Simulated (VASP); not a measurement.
# Ir (I4/mmm) in VASP: notebook

Runs on Ir. Level: LDA. Tasks: single point.

Program: VASP 6.6.1. These are calculated values, not measurements. Logs are shortened: lines on timing, memory, paths and dates and some standing lists are left out, and cuts for length are marked.

### 1 The cell of the first run

It takes space group I4/mmm (No. 139, tetragonal). Conventional cell: a = 2.604 Å, b = 2.604 Å, c = 4.298 Å, α = 90.00°, β = 90.00°, γ = 90.00°. Within 3.4 Å of Ir (site symmetry 4/mmm) lie 12 Ir at 2.60 to 2.83 Å.

### 2 Single point, LDA (14.57 Å³/atom)

INCAR

```
SYSTEM = Ir
  PREC = Accurate
  ENCUT = 520
  EDIFF = 1E-6
  ISMEAR = 0
  SIGMA = 0.15
  LREAL = .False.
  LASPH = .True.
  NELM = 100
  ALGO = Normal
  ISIF = 2
  LWAVE = .False.
  LCHARG = .False.
  GGA = CA
  NBANDS = 10
```

KPOINTS

```
Automatic mesh
0
Gamma
  22 22 22
  0 0 0
```

POSCAR

```
Ir
1.0
    0.0000000000      1.8414052247      2.1489198972
    1.8414052247      0.0000000000      2.1489198972
    1.8414052247      1.8414052247      0.0000000000
Ir
1
Direct
    0.0000000000      0.0000000000      0.0000000000
```

Potentials or basis: VASP PAW LDA potentials, release 64 (Ir).

On the command line:

```bash
$ cat potpaw_LDA.64/Ir/POTCAR > POTCAR
$ mpirun -np 1 vasp_std > vasp.out
```

OUTCAR:

```text
SYSTEM = Ir
   PREC = Accurate
   ENCUT = 520
   EDIFF = 1E-6
   ISMEAR = 0
   LREAL = .False.
   LASPH = .True.
   NELM = 100
   ISIF = 2
   GGA = CA

 ion  position               nearest neighbor table
   1  0.000  0.000  0.000-

  LATTYP: Found a body centered tetragonal cell.
 ALAT       =     2.6041402426
 C/A-ratio  =     1.6503872273

  Lattice vectors:

 A1 = (  -1.8414052247,   0.0000000000,   2.1489198972)
 A2 = (   1.8414052247,   0.0000000000,   2.1489198972)
 A3 = (   0.0000000000,   1.8414052247,  -2.1489198972)

Analysis of symmetry for initial positions (statically):
=====================================================================
 Subroutine PRICEL returns:
 Original cell was already a primitive cell.

 Routine SETGRP: Setting up the symmetry group for a
 body centered tetragonal supercell.

 Subroutine GETGRP returns: Found 16 space group operations
 (whereof 16 operations were pure point group operations)
 out of a pool of 16 trial point group operations.

The static configuration has the point symmetry D_4h.

Analysis of symmetry for dynamics (positions and initial velocities):
=====================================================================
 Subroutine PRICEL returns:
 Original cell was already a primitive cell.

 Routine SETGRP: Setting up the symmetry group for a
 body centered tetragonal supercell.

 Subroutine GETGRP returns: Found 16 space group operations
 (whereof 16 operations were pure point group operations)
 out of a pool of 16 trial point group operations.

The dynamic configuration has the point symmetry D_4h.

 Subroutine INISYM returns: Found 16 space group operations
 (whereof 16 operations are pure point group operations),
 and found     1 'primitive' translations

----------------------------------------------------------------------------------------

                                     Primitive cell

  volume of cell :      14.5730

  direct lattice vectors                    reciprocal lattice vectors
     0.000000000  1.841405225  2.148919897    -0.271531759  0.271531759  0.232675029
     1.841405225  0.000000000  2.148919897     0.271531759 -0.271531759  0.232675029
     1.841405225  1.841405225  0.000000000     0.271531759  0.271531759 -0.232675029

  length of vectors
     2.829952283  2.829952283  2.604140243     0.448995169  0.448995169  0.448995169

  position of ions in fractional coordinates (direct lattice)
     0.000000000  0.000000000  0.000000000

  ion indices of the primitive-cell ions
   primitive index   ion index
                 1           1

----------------------------------------------------------------------------------------

 KPOINTS: Automatic mesh

Automatic generation of k-mesh.
 Grid dimensions read from file:
 generate k-points for:   22   22   22

 Generating k-lattice:

  Cartesian coordinates                     Fractional coordinates (reciprocal lattice)
    -0.012342353  0.012342353  0.010576138     0.045454545  0.000000000  0.000000000
     0.012342353 -0.012342353  0.010576138     0.000000000  0.045454545  0.000000000
     0.012342353  0.012342353 -0.010576138    -0.000000000 -0.000000000  0.045454545

  Length of vectors
     0.020408871  0.020408871  0.020408871

  Shift w.r.t. Gamma in fractional coordinates (k-lattice)
     0.000000000  0.000000000  0.000000000

 Subroutine IBZKPT returns following result:
 ===========================================

 Found    834 irreducible k-points:

 Following reciprocal coordinates:
            Coordinates               Weight
  0.000000  0.000000  0.000000      1.000000
  0.045455  0.000000  0.000000      8.000000
  0.090909  0.000000  0.000000      8.000000
  0.136364  0.000000  0.000000      8.000000
  0.181818  0.000000  0.000000      8.000000
  0.227273  0.000000  0.000000      8.000000
[... 16 lines left out ...]
  0.500000  0.045455  0.000000      8.000000
 -0.454545  0.045455  0.000000      8.000000
 [... further k-points ...]
   k-points           NKPTS =    834   k-points in BZ     NKDIM =    834   number of bands    NBANDS=     10
   number of dos      NEDOS =    301   number of ions     NIONS =      1
   total plane-waves  NPLWV =  11520
   dimension x,y,z NGX =    24 NGY =   24 NGZ =   20
   dimension x,y,z NGXF=    48 NGYF=   48 NGZF=   40
   ions per type =               1
   NGX,Y,Z   is equivalent  to a cutoff of  14.10, 14.10, 12.77 a.u.
   NGXF,Y,Z  is equivalent  to a cutoff of  28.20, 28.20, 25.54 a.u.
 SYSTEM =  Ir
   PREC   = accura    normal or accurate (medium, high low for compatibility)
   ISTART =      0    job   : 0-new  1-cont  2-samecut
   ICHARG =      2    charge: 1-file 2-atom 10-const
   ISPIN  =      1    spin polarized calculation?
   LNONCOLLINEAR =      F non collinear calculations
   LSORBIT =      F    spin-orbit coupling
   LASPH  =      T    aspherical Exc in radial PAW
   ENCUT  =  520.0 eV  38.22 Ry    6.18 a.u.   5.26  5.26  4.84*2*pi/ulx,y,z
   NELM   =    100;   NELMIN=  2; NELMDL= -5     # of ELM steps
   EDIFF  = 0.1E-05   stopping-criterion for ELM
   LREAL  =      F    real-space projection
   EDIFFG = 0.1E-04   stopping-criterion for IOM
   NSW    =      0    number of steps for IOM
   IBRION =     -1    ionic relax: 0-MD 1-quasi-New 2-CG
   NFREE  =      0    steps in history (QN), initial steepest desc. (CG)
   ISIF   =      2    stress and relaxation
   ISYM   =      2    0-nonsym 1-usesym 2-fastsym
   POTIM  = 0.5000    time-step for ionic-motion
   TEBEG  =    0.0;   TEEND  =   0.0 temperature during run
   PSTRESS=    0.0 pullay stress
   NELECT =       9.0000    total number of electrons
   NUPDOWN=      -1.0000    fix difference up-down
   EMIN   =  10.00;   EMAX   =-10.00  energy-range for DOS
   EFERMI =   0.00;   METHOD = LEGACY
   ISMEAR =     0;   SIGMA  =   0.15  broadening in eV -4-tet -1-fermi 0-gaus
   EFERMI_NEDOS =   21; number of points for ismear=-14 and -15
   IALGO  =     38    algorithm
   IMIX   =      4    mixing-type and parameters
     AMIX     =   0.40;   BMIX     =  1.00
     AMIX_MAG =   1.60;   BMIX_MAG =  1.00
  volume/ion in A,a.u.               =      14.57        98.34
  Fermi-wavevector in a.u.,A,eV,Ry     =   1.394139  2.634540 26.444596  1.943623
  Thomas-Fermi vector in A             =   2.517717
   LORBIT       =      0    0 simple, 1 ext, 2 COOP (PROOUT), +10 PAW based schemes
   GGA     = CA    functional components
   LHFCALC =     F    Hartree Fock is set to
   AEXX    =    0.0000 exact exchange contribution
   IVDW    =     0    specifies the selected vdW correction
   LEPSILON=     F    determine dielectric tensor
   LRPA    =     F    only Hartree local field effects (RPA)
 non-spin polarized calculation
 Gauss-broadening in eV      SIGMA  =   0.15
  energy-cutoff  :      520.00
  volume of cell :       14.57
 maximum number of plane-waves:       406
 NGX is ok and might be reduce to    24
   NGX = 11   NGY = 11   NGZ =  9

 number of electron       9.0000000 magnetization

 Free energy of the ion-electron system (eV)
  ---------------------------------------------------
  ext. energy  EPLUGINS =         0.00000000
  ---------------------------------------------------
  free energy    TOTEN  =       -10.05120547 eV

  energy without entropy =      -10.03858902  energy(sigma->0) =      -10.04489725

 E-fermi :   9.7632     XC(G=0): -13.9597

 val. band max:        9.7619175689   @ k =   0.3636   0.0455   0.2727
 cond. band min:       9.7639647544   @ k =  -0.2727   0.3182   0.0909
 fundamental gap:      0.0020471856
 Fermi energy:         9.7632143603

 k-point     1 :       0.0000    0.0000    0.0000
  band No.  band energies     occupation
      1      -0.9851      2.00000
      2       4.7641      2.00000
      3       6.9284      2.00000
      4       6.9284      2.00000
      5       7.1545      2.00000
      6       9.9074      0.17404
      7      24.5984      0.00000
      8      26.8647      0.00000
      9      31.0945      0.00000
     10      31.0945      0.00000

 k-point     2 :       0.0455    0.0000    0.0000
  band No.  band energies     occupation
      1      -0.8945      2.00000
      2       4.7976      2.00000
      3       6.8729      2.00000
      4       6.9653      2.00000
      5       7.1626      2.00000
      6       9.8580      0.37169
      7      24.7485      0.00000
      8      26.9361      0.00000
      9      30.5555      0.00000
     10      31.2520      0.00000

 k-point     3 :       0.0909    0.0000    0.0000
  band No.  band energies     occupation
      1      -0.6285      2.00000
      2       4.8890      2.00000
      3       6.6937      2.00000
      4       7.0709      2.00000
      5       7.2271      2.00000
      6       9.7209      1.30975
      7      25.1619      0.00000
      8      27.0349      0.00000
      9      29.6450      0.00000
     10      31.7103      0.00000

 k-point     4 :       0.1364    0.0000    0.0000
  band No.  band energies     occupation
      1      -0.2073      2.00000
      2       5.0153      2.00000
      3       6.4208      2.00000
      4       7.2276      2.00000
      5       7.3911      2.00000
      6       9.5298      1.97223
      7      25.7118      0.00000
      8      26.7008      0.00000
      9      29.3289      0.00000
     10      32.4252      0.00000
[... 222 lines left out ...]
 k-point    22 :       0.4545    0.0455    0.0000
  band No.  band energies     occupation
      1       2.1003      2.00000
      2       5.0194      2.00000
      3       7.1374      2.00000
      4       8.3941      2.00000
      5      10.2182      0.00002
      6      10.7886      0.00000
      7      17.8295      0.00000
      8      23.3875      0.00000
      9      29.4470      0.00000
     10      30.9298      0.00000

 k-point    23 :       0.5000    0.0455    0.0000
  band No.  band energies     occupation
      1       2.1011      2.00000
      2       5.0065      2.00000
      3       7.0605      2.00000
      4       8.8699      2.00000
      5      10.2573      0.00000
      6      11.2393      0.00000
      7      17.0701      0.00000
      8      23.1607      0.00000
      9      28.8231      0.00000
     10      30.8239      0.00000

 k-point    24 :      -0.4545    0.0455    0.0000
  band No.  band energies     occupation
      1       2.1073      2.00000
      2       5.0338      2.00000
      3       7.0457      2.00000
      4       8.7078      2.00000
      5      10.1720      0.00012
      6      11.4476      0.00000
      7      17.1278      0.00000
      8      23.1867      0.00000
      9      28.6640      0.00000
     10      31.0599      0.00000

 [... further k-points ...]

------------------------ aborting loop because EDIFF is reached ----------------------------------------

  FORCE on cell =-STRESS in cart. coord.  units (eV):
  Direction    XX          YY          ZZ          XY          YZ          ZX
  --------------------------------------------------------------------------------------
  -------------------------------------------------------------------------------------
  Total        0.5460254      0.5460254     -3.9234004      0.0000000     -0.0000000     -0.0000000
  in kB       60.0308507     60.0308507   -431.3444794      0.0000000     -0.0000000     -0.0000000
  external PRESSURE =    -103.7609260 kB  Pullay stress =       0.0000000 kB

 VOLUME and BASIS-vectors are now :
 -----------------------------------------------------------------------------
  energy-cutoff  :      520.00
  volume of cell :       14.57
      direct lattice vectors                 reciprocal lattice vectors
     0.000000000  1.841405225  2.148919897    -0.271531759  0.271531759  0.232675029
     1.841405225  0.000000000  2.148919897     0.271531759 -0.271531759  0.232675029
     1.841405225  1.841405225  0.000000000     0.271531759  0.271531759 -0.232675029

 POSITION                                       TOTAL-FORCE (eV/Angst)
 -----------------------------------------------------------------------------------
      0.00000      0.00000      0.00000         0.000000      0.000000      0.000000
 -----------------------------------------------------------------------------------
    total drift:                                0.000000      0.000000     -0.000000

  FREE ENERGIE OF THE ION-ELECTRON SYSTEM (eV)
  ---------------------------------------------------
  free  energy   TOTEN  =       -10.0512054699 eV

  energy  without entropy=      -10.0385890245  energy(sigma->0) =      -10.04489725
```

It took 2.5 min on 1 thread of Intel Xeon 8259CL, shared host; peak memory 0.24 GiB.

What came out:

| Property | Result |
| --- | --- |
| Free energy | -10.0512 eV |
| Pressure | -10.4 GPa |
| Band gap on the k mesh | zero (an odd number of electrons rules out a gap without spin polarisation) |

Levels at points of the mesh, in eV from the Fermi level:
```csv
k point,band 1,band 2,band 3,band 4,band 5,band 6,band 7,band 8
"(0.00, 0.00, 0.00)",-10.75,-5.00,-2.83,-2.83,-2.61,0.14,14.84,17.10
"(0.50, 0.00, 0.00)",-7.73,-4.71,-2.76,-0.53,0.48,1.20,7.28,13.36
"(0.50, 0.50, 0.00)",-7.73,-7.02,-0.10,1.17,1.27,1.27,7.53,13.56
"(0.50, 0.00, 0.50)",-7.51,-6.85,0.29,0.47,2.55,2.92,10.22,11.59
```

Caveat: the stress differs along the axes, from -43 to 6 GPa; spin-orbit coupling is left out, which moves the levels of the heavy elements.

### 3 Single point, LDA (13.10 Å³/atom)

This run uses another cell than the first one, of 13.10 Å³/atom.

INCAR

```
SYSTEM = Ir
PREC = Accurate
ENCUT = 560
EDIFF = 1E-6
ISMEAR = 0
SIGMA = 0.15
LREAL = .FALSE.
LASPH = .TRUE.
NELM = 120
ALGO = Normal
ISIF = 2
LWAVE = .FALSE.
LCHARG = .TRUE.
GGA = CA
LELF = .TRUE.
LVHAR = .TRUE.
NBANDS = 14
GGA_COMPAT = .FALSE.
```

KPOINTS

```
Automatic mesh
0
G
  22 22 22
  0 0 0
```

POSCAR

```
Ir
1.0
    0.0000000000      1.7770570814      2.0738256140
    1.7770570814      0.0000000000      2.0738256140
    1.7770570814      1.7770570814      0.0000000000
Ir
1
Direct
    0.0000000000      0.0000000000      0.0000000000
```

Potentials or basis: VASP PAW LDA potentials, release 64 (Ir_sv_GW).

On the command line:

```bash
$ cat potpaw_LDA.64/Ir_sv_GW/POTCAR > POTCAR
$ mpirun -np 1 vasp_std > vasp.out
```

It took 93 s on 1 thread of Intel Xeon Platinum 8375C at 2.90GHz (Ice Lake), shared host; peak memory 0.29 GiB.

It converged, with:

```yaml
Free_energy: -10.5412 eV
Pressure: 32.7 GPa
Band_gap_on_the_k_mesh: zero (an odd number of electrons rules out a gap without spin polarisation)
```

Stress tensor (GPa, compression positive):
```
 55.86   0.00   0.00
  0.00  55.86   0.00
  0.00   0.00 -13.74
```

Levels at points of the mesh, in eV from the Fermi level:
```
           k point  band 5  band 6  band 7  band 8  band 9  band 10  band 11  band 12
(0.00, 0.00, 0.00)  -11.87   -5.82   -3.35   -3.35   -3.06     0.19    13.84    16.30
(0.50, 0.00, 0.00)   -8.87   -5.52   -3.28   -0.76    0.61     1.47     8.48    12.74
(0.50, 0.50, 0.00)   -8.92   -8.18   -0.26    1.43    1.57     1.57     8.82    13.82
(0.50, 0.00, 0.50)   -8.80   -8.04    0.38    0.59    3.04     3.08    10.17    12.25
```

Caveat: the stress differs along the axes, from -14 to 56 GPa; spin-orbit coupling is left out, which moves the levels of the heavy elements.

[end of part 1 of 2]
